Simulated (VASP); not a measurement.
**InSe: single point with PBE+D3(BJ)**

InSe, a slab with vacuum:

```
Se In
1.0
     4.02661    0.00000    0.00000
    -2.01331    3.48715    0.00000
     0.00000    0.00000   28.27071
Se In
4 4
Direct
  0.00000 0.00000 0.15918
  0.00000 0.00000 0.34967
  0.00000 0.44444 0.45968
  0.00000 0.44444 0.65017
  0.66667 0.33333 0.20500
  0.66667 0.33333 0.30385
  0.33333 0.11111 0.50550
  0.33333 0.11111 0.60435
```

This cell differs from its parent crystal: layers slid over each other.

```json
{"Program": "VASP 6.6.1", "Task": "single point", "Functional": "PBE", "Dispersion": "D3(BJ)", "Potentials or basis": "VASP PAW PBE potentials, release 64 (Se, In_d)", "Cutoff": "520 eV", "k mesh": "9 × 9 × 1", "Occupations": "gaussian, width 0.05 eV", "Spin": "no spin polarisation", "Dipole correction": "yes", "Further INCAR settings": "ALGO = Normal; EDIFF = 1e-06; NBANDS = 48"}
```

| Quantity | Value |
| --- | --- |
| Largest force | 0.050 eV/Å |
| Band gap on the k mesh | 1.07 eV (least direct gap 1.13 eV) |
| Dispersion energy per atom | -0.257 eV |

Forces in eV/Å, atoms in the order of the input:
```
Se   0.000 -0.001 -0.011
Se   0.009 -0.047 -0.014
Se  -0.009  0.047  0.014
Se   0.000  0.001  0.011
In   0.000 -0.003  0.011
In   0.010  0.011  0.005
In  -0.010 -0.011 -0.005
In   0.000  0.003 -0.011
```

Levels at points of the mesh, in eV from the valence-band top:
```csv
k point,band 34,band 35,band 36,band 37,band 38,band 39,band 40,band 41,band 42,band 43
"(0.00, 0.00, 0.00)",-0.76,-0.75,-0.72,-0.66,-0.06,1.07,1.72,2.46,2.55,4.70
```

Wall time 29 min on 1 thread of Oxide Virtual Turin-like Processor, with other jobs on the host, peak memory 0.79 GiB.

Caveat: the cell differs from its parent crystal (layers slid over each other); spin-orbit coupling is left out, which moves the levels of the heavy elements.
